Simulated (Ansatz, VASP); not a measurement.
# One calculation of Zn3BiO, two programs

```
CELL_PARAMETERS angstrom
4.99427 0.00000 0.00000
-2.49713 4.32516 0.00000
0.00000 0.00000 4.93176
ATOMIC_POSITIONS crystal
Zn 0.40998 0.00000 0.00000
Zn 0.00000 0.40998 0.00000
Zn 0.59002 0.59002 0.00000
Bi 0.00000 0.00000 0.50000
O 0.00000 0.00000 0.00000
```

Alike in both runs: functional PBE; k mesh 6 × 6 × 4; occupations gaussian, width 0.1 eV; no spin polarisation.

Ansatz relaxed the structure, and its values are those at the end. VASP's run is a single point on that final structure, the one shown.

|  | VASP | Ansatz |
| --- | --- | --- |
| version | VASP 6.6.1 | Ansatz 0.2.0 |
| potentials or method | VASP PAW PBE potentials, release 64 (Zn, Bi_d, O), cutoff 520 eV | scalar-relativistic, plane waves, PAW |
| valence electrons in the cell | 57 | 57 |

```csv
,VASP,Ansatz,Ansatz less VASP
gap on the k mesh at the Fermi level (eV),none,none,-
pressure (GPa),0.2,0.0,-0.19
rms of the force components (eV/Å),0.017,0.001,-0.0163
```

A gap of «none» marks a metal or a gap that the smearing closes.

Neither program's run includes spin-orbit coupling.
